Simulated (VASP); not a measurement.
Here is a VASP 6.6.1 calculation.

The input INCAR:

```
SYSTEM = Re
PREC = Accurate
ENCUT = 520
EDIFF = 1E-7
ISMEAR = 0
SIGMA = 0.05
LREAL = .False.
LASPH = .True.
NELM = 100
ALGO = Normal
ISIF = 2
LWAVE = .False.
LCHARG = .False.
GGA = PE
NBANDS = 10
```

File KPOINTS:

```
Automatic mesh
0
Gamma
  8 8 8
  0 0 0
```

POSCAR

```
Re
1.0
   -1.5564558650      1.5564558650      1.5564558650
    1.5564558650     -1.5564558650      1.5564558650
    1.5564558650      1.5564558650     -1.5564558650
Re
1
Direct
    0.0000000000      0.0000000000      0.0000000000
```

Potentials or basis: VASP PAW PBE potentials, release 64 (Re).

Launch:

```sh
$ cat potpaw_PBE.64/Re/POTCAR > POTCAR
$ mpirun -np 1 vasp_std > vasp.out
```

**Question.** Predict the pressure.

**Answer.** -0.5 GPa.
